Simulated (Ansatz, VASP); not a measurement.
SnSe: VASP beside Ansatz

```
CELL_PARAMETERS angstrom
0.00000 3.01000 3.01000
3.01000 0.00000 3.01000
3.01000 3.01000 0.00000
ATOMIC_POSITIONS crystal
Sn 0.00000 0.00000 0.00000
Se 0.50000 0.50000 0.50000
```

Alike in both runs: task single point; functional PBEsol; dispersion D3(BJ); k mesh 5 × 5 × 5; no spin polarisation.

|  | VASP | Ansatz |
| --- | --- | --- |
| version | VASP 6.6.1 | Ansatz 0.2.0 |
| potentials or method | VASP PAW PBE potentials, release 64 (Sn_d, Se), cutoff 500 eV | plane waves, PAW |
| occupations | gaussian, width 0.01 eV | fixed |
| valence electrons in the cell | 20 | 30 |

|  | VASP | Ansatz | Ansatz less VASP |
| --- | --- | --- | --- |
| pressure (GPa) | -4.1 | -4.1 | -0.01 |

VASP's potentials were made for PBE, not for PBEsol. VASP's potentials hold 20 valence electrons a cell and Ansatz's 30, so a difference there can come from the potentials and not from the codes.
